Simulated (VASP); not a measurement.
# Al12C in VASP: notebook, part 2 of 2

VASP 6.6.1. The steps go on from the part before.

### 4 Single point, PBE

Contents of INCAR:

```
SYSTEM = Al12C
PREC = Accurate
ENCUT = 520
EDIFF = 1E-6
ISMEAR = 0
SIGMA = 0.1
LREAL = .FALSE.
LASPH = .TRUE.
NELM = 100
ALGO = Normal
ISIF = 2
LWAVE = .FALSE.
LCHARG = .TRUE.
LDIPOL = .TRUE.
IDIPOL = 3
DIPOL = 0.5 0.5 0.327
GGA = PE
LELF = .TRUE.
LVHAR = .TRUE.
LVACPOTAV = .TRUE.
NBANDS = 32
```

Contents of KPOINTS:

```
Automatic mesh
0
G
  6 6 1
  0 0 0
```

Contents of POSCAR:

```
Al12C
1.0
    5.7143028096      0.0000000000      0.0000000000
   -2.8571514048      4.9487313980      0.0000000000
    0.0000000000      0.0000000000     20.1016424764
Al C
12 1
Direct
    0.3333333333      0.1666666667      0.1989887147
    0.3333333333      0.6666666667      0.1989887147
    0.8333333333      0.1666666667      0.1989887147
    0.8333333333      0.6666666667      0.1989887147
    0.1666666667      0.3333333333      0.3134533099
    0.1666666667      0.8333333333      0.3134533099
    0.6666666667      0.3333333333      0.3134533099
    0.6666666667      0.8333333333      0.3134533099
    0.0000000000      0.0000000000      0.4279074452
    0.0000000000      0.5000000000      0.4279074452
    0.5000000000      0.0000000000      0.4279074452
    0.5000000000      0.5000000000      0.4279074452
    0.2500000000      0.1666666667      0.4921214583
```

Potentials or basis: VASP PAW PBE potentials, release 64 (Al, C).

Run with:

```bash
$ cat potpaw_PBE.64/Al/POTCAR potpaw_PBE.64/C/POTCAR > POTCAR
$ mpirun -np 1 vasp_std > vasp.out
```

OUTCAR:

```text
SYSTEM = Al12C
   PREC = Accurate
   ENCUT = 520
   EDIFF = 1E-6
   ISMEAR = 0
   LREAL = .FALSE.
   LASPH = .TRUE.
   NELM = 100
   ISIF = 2
   GGA = PE

 ion  position               nearest neighbor table
   1  0.333  0.167  0.199-   5 2.83   6 2.83   7 2.83   4 2.86   2 2.86   2 2.86   4 2.86   3 2.86
                             3 2.86
   2  0.333  0.667  0.199-   6 2.83   5 2.83   8 2.83   3 2.86   1 2.86   1 2.86   3 2.86   4 2.86
                             4 2.86
   3  0.833  0.167  0.199-   7 2.83   8 2.83   5 2.83   4 2.86   2 2.86   4 2.86   2 2.86   1 2.86
                             1 2.86
   4  0.833  0.667  0.199-   8 2.83   7 2.83   6 2.83   3 2.86   1 2.86   3 2.86   1 2.86   2 2.86
                             2 2.86
   5  0.167  0.333  0.313-   9 2.83  12 2.83  10 2.83   1 2.83   2 2.83   3 2.83   8 2.86   6 2.86
                             6 2.86   8 2.86   7 2.86   7 2.86
   6  0.167  0.833  0.313-  10 2.83  11 2.83   9 2.83   2 2.83   1 2.83   4 2.83   7 2.86   5 2.86
                             5 2.86   7 2.86   8 2.86   8 2.86
   7  0.667  0.333  0.313-  11 2.83  10 2.83  12 2.83   3 2.83   4 2.83   1 2.83   8 2.86   6 2.86
                             8 2.86   6 2.86   5 2.86   5 2.86
   8  0.667  0.833  0.313-  12 2.83   9 2.83  11 2.83   4 2.83   3 2.83   2 2.83   7 2.86   5 2.86
                             7 2.86   5 2.86   6 2.86   6 2.86
   9  0.000  0.000  0.428-  13 1.80   5 2.83   8 2.83   6 2.83  12 2.86  10 2.86  10 2.86  12 2.86
                            11 2.86  11 2.86
  10  0.000  0.500  0.428-   6 2.83   7 2.83   5 2.83   9 2.86  11 2.86   9 2.86  11 2.86  12 2.86
                            12 2.86
  11  0.500  0.000  0.428-  13 2.44   7 2.83   6 2.83   8 2.83  12 2.86  10 2.86  12 2.86  10 2.86
                             9 2.86   9 2.86
  12  0.500  0.500  0.428-  13 2.15   8 2.83   5 2.83   7 2.83  11 2.86   9 2.86  11 2.86   9 2.86
                            10 2.86  10 2.86
  13  0.250  0.167  0.492-   9 1.80  12 2.15  11 2.44

  LATTYP: Found a hexagonal cell.
 ALAT       =     5.7143028096
 C/A-ratio  =     3.5177769093

  Lattice vectors:

 A1 = (   5.7143028096,   0.0000000000,   0.0000000000)
 A2 = (  -2.8571514048,   4.9487313980,   0.0000000000)
 A3 = (   0.0000000000,   0.0000000000,  20.1016424764)

Analysis of symmetry for initial positions (statically):
=====================================================================
 Subroutine PRICEL returns:
 Original cell was already a primitive cell.

 Routine SETGRP: Setting up the symmetry group for a
 hexagonal supercell.

 Subroutine GETGRP returns: Found  1 space group operations
 (whereof  1 operations were pure point group operations)
 out of a pool of 24 trial point group operations.

The static configuration has the point symmetry C_1 .

Analysis of symmetry for dynamics (positions and initial velocities):
=====================================================================
 Subroutine PRICEL returns:
 Original cell was already a primitive cell.

 Routine SETGRP: Setting up the symmetry group for a
 hexagonal supercell.

 Subroutine GETGRP returns: Found  1 space group operations
 (whereof  1 operations were pure point group operations)
 out of a pool of 24 trial point group operations.

The dynamic configuration has the point symmetry C_1 .

 Subroutine INISYM returns: Found  1 space group operations
[... 105 lines left out ...]
   PREC   = accura    normal or accurate (medium, high low for compatibility)
   ISTART =      0    job   : 0-new  1-cont  2-samecut
   ICHARG =      2    charge: 1-file 2-atom 10-const
   ISPIN  =      1    spin polarized calculation?
   LNONCOLLINEAR =      F non collinear calculations
   LSORBIT =      F    spin-orbit coupling
   LASPH  =      T    aspherical Exc in radial PAW
   ENCUT  =  520.0 eV  38.22 Ry    6.18 a.u.  10.62 10.62 37.38*2*pi/ulx,y,z
   NELM   =    100;   NELMIN=  2; NELMDL= -5     # of ELM steps
   EDIFF  = 0.1E-05   stopping-criterion for ELM
   LREAL  =      F    real-space projection
   EDIFFG = 0.1E-04   stopping-criterion for IOM
   NSW    =      0    number of steps for IOM
   IBRION =     -1    ionic relax: 0-MD 1-quasi-New 2-CG
   NFREE  =      0    steps in history (QN), initial steepest desc. (CG)
   ISIF   =      2    stress and relaxation
   ISYM   =      2    0-nonsym 1-usesym 2-fastsym
   POTIM  = 0.5000    time-step for ionic-motion
   TEBEG  =    0.0;   TEEND  =   0.0 temperature during run
   PSTRESS=    0.0 pullay stress
   NELECT =      40.0000    total number of electrons
   NUPDOWN=      -1.0000    fix difference up-down
   EMIN   =  10.00;   EMAX   =-10.00  energy-range for DOS
   EFERMI =   0.00;   METHOD = LEGACY
   ISMEAR =     0;   SIGMA  =   0.10  broadening in eV -4-tet -1-fermi 0-gaus
   EFERMI_NEDOS =   21; number of points for ismear=-14 and -15
   IALGO  =     38    algorithm
   IMIX   =      4    mixing-type and parameters
     AMIX     =   0.40;   BMIX     =  1.00
     AMIX_MAG =   1.60;   BMIX_MAG =  1.00
  volume/ion in A,a.u.               =      43.73       295.08
  Fermi-wavevector in a.u.,A,eV,Ry     =   0.675873  1.277215  6.215205  0.456805
  Thomas-Fermi vector in A             =   1.753019
   LORBIT       =      0    0 simple, 1 ext, 2 COOP (PROOUT), +10 PAW based schemes
   GGA     = PE    functional components
   LHFCALC =     F    Hartree Fock is set to
   AEXX    =    0.0000 exact exchange contribution
   IVDW    =     0    specifies the selected vdW correction
   LEPSILON=     F    determine dielectric tensor
   LRPA    =     F    only Hartree local field effects (RPA)
 non-spin polarized calculation
 Gauss-broadening in eV      SIGMA  =   0.10
  energy-cutoff  :      520.00
  volume of cell :      568.45
 maximum number of plane-waves:     15351
   NGX = 21   NGY = 21   NGZ = 75

 dipolmoment           0.000000      0.000000     -0.108363 electrons x Angstroem

 number of electron      40.0000000 magnetization

 dipolmoment           0.000000      0.000000      0.247307 electrons x Angstroem

 Free energy of the ion-electron system (eV)
  ---------------------------------------------------
  ext. energy  EPLUGINS =         0.00000000
  ---------------------------------------------------
  free energy    TOTEN  =       -48.33667555 eV

  energy without entropy =      -48.30308783  energy(sigma->0) =      -48.31988169

 E-fermi :  -0.2590     XC(G=0):  -4.5738

 val. band max:       -0.2595276068   @ k =   0.3333   0.3333   0.0000
 cond. band min:      -0.2586968572   @ k =   0.5000  -0.1667   0.0000
 fundamental gap:      0.0008307496
 Fermi energy:        -0.2589674140

 k-point     1 :       0.0000    0.0000    0.0000
  band No.  band energies     occupation
      1     -11.1991      2.00000
      2     -10.2229      2.00000
      3      -8.3517      2.00000
      4      -5.7938      2.00000
      5      -4.9983      2.00000
      6      -4.9948      2.00000
[... 689 lines left out ...]
     31       3.2027      0.00000
     32       3.3765      0.00000

------------------------ aborting loop because EDIFF is reached ----------------------------------------

  FORCE on cell =-STRESS in cart. coord.  units (eV):
  Direction    XX          YY          ZZ          XY          YZ          ZX
  --------------------------------------------------------------------------------------
  -------------------------------------------------------------------------------------
  Total       -4.1011490     -3.7193733      2.9474272      1.9476876      2.5866424      3.7187564
  in kB      -11.5591914    -10.4831470      8.3073975      5.4896065      7.2905166     10.4814082
  external PRESSURE =      -4.5783136 kB  Pullay stress =       0.0000000 kB

 VOLUME and BASIS-vectors are now :
 -----------------------------------------------------------------------------
  energy-cutoff  :      520.00
  volume of cell :      568.45
      direct lattice vectors                 reciprocal lattice vectors
     5.714302810  0.000000000  0.000000000     0.174999476  0.101035995  0.000000000
    -2.857151405  4.948731398  0.000000000     0.000000000  0.202071990  0.000000000
     0.000000000  0.000000000 20.101642476     0.000000000  0.000000000  0.049747179

 POSITION                                       TOTAL-FORCE (eV/Angst)
 -----------------------------------------------------------------------------------
      1.42858      0.82479      4.00000        -0.052131      0.013343     -0.226641
     -0.00000      3.29915      4.00000        -0.008532     -0.029663     -0.089780
      4.28573      0.82479      4.00000         0.018303     -0.006043     -0.118533
      2.85715      3.29915      4.00000        -0.042474      0.026121     -0.147416
      0.00000      1.64958      6.30093        -0.020368      0.008528     -0.090961
     -1.42858      4.12394      6.30093        -0.010515      0.007495     -0.043503
      2.85715      1.64958      6.30093        -0.032352     -0.032335     -0.032090
      1.42858      4.12394      6.30093         0.079488     -0.001903      0.063338
      0.00000      0.00000      8.60164        -1.617883     -1.550764     -1.415008
     -1.42858      2.47437      8.60164         0.058893     -0.074281      0.061470
      2.85715      0.00000      8.60164        -0.867237      0.349225      0.862025
      1.42858      2.47437      8.60164        -0.112782     -0.694512      1.150719
      0.95238      0.82479      9.89245         2.607592      1.984788      0.026379
 -----------------------------------------------------------------------------------
    total drift:                               -0.000079      0.000008     -0.000080

  FREE ENERGIE OF THE ION-ELECTRON SYSTEM (eV)
  ---------------------------------------------------
  free  energy   TOTEN  =       -48.3366755547 eV

  energy  without entropy=      -48.3030878312  energy(sigma->0) =      -48.31988169

 vacuum level on the upper side and lower side of the slab         5.440         3.858
```

Run time: 7.8 min. Hardware: 1 thread of AMD EPYC 9R14 (Zen 4), shared host; peak memory 0.66 GiB.

What came out:

```yaml
Free_energy: -48.3367 eV
Largest_force: 3.277 eV/Å
Band_gap_on_the_k_mesh: zero (bands 20 and 21 overlap by 0.35 eV)
```

Forces in eV/Å, atoms in the order of the input:
```
Al  -0.052  0.013 -0.227
Al  -0.009 -0.030 -0.090
Al   0.018 -0.006 -0.119
Al  -0.042  0.026 -0.147
Al  -0.020  0.009 -0.091
Al  -0.011  0.007 -0.044
Al  -0.032 -0.032 -0.032
Al   0.079 -0.002  0.063
Al  -1.618 -1.551 -1.415
Al   0.059 -0.074  0.061
Al  -0.867  0.349  0.862
Al  -0.113 -0.695  1.151
C    2.608  1.985  0.026
```

### 5 Overview

| cell | gap on the mesh (eV) | largest force (eV/Å) |
| --- | --- | --- |
| as given, atomic positions A | none | 1.41 |
| as given, atomic positions B | none | 3.44 |
| as given, atomic positions C | none | 3.28 |

Alike in all rows: task single point; level PBE; potentials or basis VASP PAW PBE potentials, release 64 (Al, C); no spin polarisation; k mesh 6 × 6 × 1; cutoff (eV) 520; smearing gaussian 0.1 eV.

Absolute energies hang on the potentials; compare differences alone.

The gap in the log of VASP goes by the Fermi energy; the results here count the filled bands.